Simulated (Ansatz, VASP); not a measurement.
# One calculation of NiO2, two programs

INCAR

```
PREC     = Accurate       # precision mode
ENCUT    = 520            # plane-wave cutoff, eV
EDIFF    = 1E-6           # SCF threshold, eV
ISMEAR   = 0              # smearing method
SIGMA    = 0.05           # smearing width, eV
LREAL    = F              # projectors in reciprocal space
LASPH    = T              # aspherical terms in the spheres
NELM     = 100            # most SCF steps
ALGO     = Normal         # electronic algorithm
ISIF     = 2              # what is computed and relaxed
LWAVE    = F              # write WAVECAR
LCHARG   = F              # write CHGCAR
GGA      = PS             # functional
NBANDS   = 18             # bands
```

File KPOINTS:

```
regular mesh
0
Gamma
  12 12 6
```

File POSCAR:

```
NiO2
1.0
    2.8221285779      0.0000000000      0.0000000000
   -1.4110642890      2.4440350412      0.0000000000
    0.0000000000      0.0000000000      4.8391038725
Ni O
1 2
Direct
    0.0000000000      0.0000000000      0.5000000000
    0.6666666667      0.3333333333      0.6625222406
    0.3333333333      0.6666666667      0.3374777594
```

Input for Ansatz:

```yaml
crystal:
  lattice:
    - [2.8221285779, 0.0, 0.0]
    - [-1.411064289, 2.4440350412, 0.0]
    - [0.0, 0.0, 4.8391038725]
  atoms:
    - { symbol: Ni, position: [0.0, 0.0, 0.5] }
    - { symbol: O, position: [0.6666666667, 0.3333333333, 0.6625222406] }
    - { symbol: O, position: [0.3333333333, 0.6666666667, 0.3374777594] }
basis:
  ecutwfc: 520.0
kpoints:
  mp_grid: { grid: [12, 12, 6] }
hamiltonian:
  xc: pbesol
scf:
  occupations: { method: gaussian, width: 0.05 }
output:
  forces: true
  stress: true
  eigenvalues: true
```

Alike in both runs: task single point; functional PBEsol; k mesh 12 × 12 × 6; occupations gaussian, width 0.05 eV; no spin polarisation.

```csv
,VASP,Ansatz
version,VASP 6.6.1,Ansatz 0.2.0
potentials or method,"VASP PAW PBE potentials, release 64 (Ni, O), cutoff 520 eV","scalar-relativistic, plane waves, PAW"
valence electrons in the cell,22,30
```

VASP gave:

```
gap on the k mesh at the Fermi level (eV)                     : 0.89
least direct gap on the mesh (eV)                             : 1.34
pressure (GPa)                                                : 16.7
traceless stress, the component that is largest in VASP (GPa) : 3.18
rms of the force components (eV/Å)                            : 1.261
```

Question: Which values does Ansatz return?

Answer: gap on the k mesh at the Fermi level (eV): 0.91; least direct gap on the mesh (eV): 1.39; pressure (GPa): 15.9; traceless stress, the component that is largest in VASP (GPa): 3.91; rms of the force components (eV/Å): 1.242.

VASP's potentials were made for PBE, not for PBEsol. Atom by atom the forces differ by 0.019 eV/Å (rms over components). VASP's potentials hold 22 valence electrons a cell and Ansatz's 30, so a difference there can come from the potentials and not from the codes.
